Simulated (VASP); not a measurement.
**CoPdO2: single point with PBEsol**

Crystal: CoPdO2.

```
Pd Co O
1.0
     1.40733    0.81252    5.87104
    -1.40733    0.81252    5.87104
     0.00000   -1.62505    5.87104
Pd Co O
1 1 2
Direct
  0.00000 0.00000 0.00000
  0.50000 0.50000 0.50000
  0.11255 0.11255 0.11255
  0.88745 0.88745 0.88745
```

```json
{
  "Program": "VASP 6.6.1",
  "Task": "single point",
  "Functional": "PBEsol",
  "Potentials or basis": "VASP PAW PBE potentials, release 64 (Pd, Co, O)",
  "Cutoff": "520 eV",
  "k mesh": "11 × 11 × 11",
  "Occupations": "fermi-dirac, width 0.05 eV",
  "Spin": "collinear spin, ferromagnetic start",
  "Starting moments": "[0.0, 2.0, 0.0, 0.0] μB",
  "Dipole correction": "no",
  "Further INCAR settings": "ALGO = Normal; EDIFF = 1e-06; NBANDS = 28"
}
```

```yaml
Pressure: -0.1 GPa
Largest_force: 0.045 eV/Å
Net_moment: 0.00 μB per cell
Valence_electrons_inside_the_program's_atomic_spheres: Pd 9.44; Co 8.53; O 4.99
```

Forces on the atoms (eV/Å):
```
Pd   0.000  0.000  0.000
Co   0.000  0.000  0.000
O    0.000  0.000 -0.045
O    0.000  0.000  0.045
```

Stress tensor (GPa, compression positive):
```
-0.08  0.00  0.00
 0.00 -0.08  0.00
 0.00  0.00 -0.22
```

Levels at points of the mesh, in eV from the Fermi level:
Spin up:
| k point | band 13 | band 14 | band 15 | band 16 | band 17 | band 18 | band 19 | band 20 |
| --- | --- | --- | --- | --- | --- | --- | --- | --- |
| (0.00, 0.00, 0.00) | -1.62 | -1.38 | -1.38 | -0.87 | 2.26 | 2.26 | 3.17 | 6.46 |
Spin down:
```csv
k point,band 13,band 14,band 15,band 16,band 17,band 18,band 19,band 20
"(0.00, 0.00, 0.00)",-1.62,-1.38,-1.38,-0.87,2.26,2.26,3.17,6.46
```

Wall time 31 min on 1 thread of Intel Xeon 8259CL, on a shared host, peak memory 0.59 GiB.

Caveat: the PAW data sets were made with another functional, which shifts forces and pressure a little; semilocal functionals often make such compounds metallic where correlation or magnetic order opens a gap, which also shifts bond lengths. With open d or f shells a metallic result of PBEsol can be an artefact of self-interaction; +U or a hybrid may open a gap.
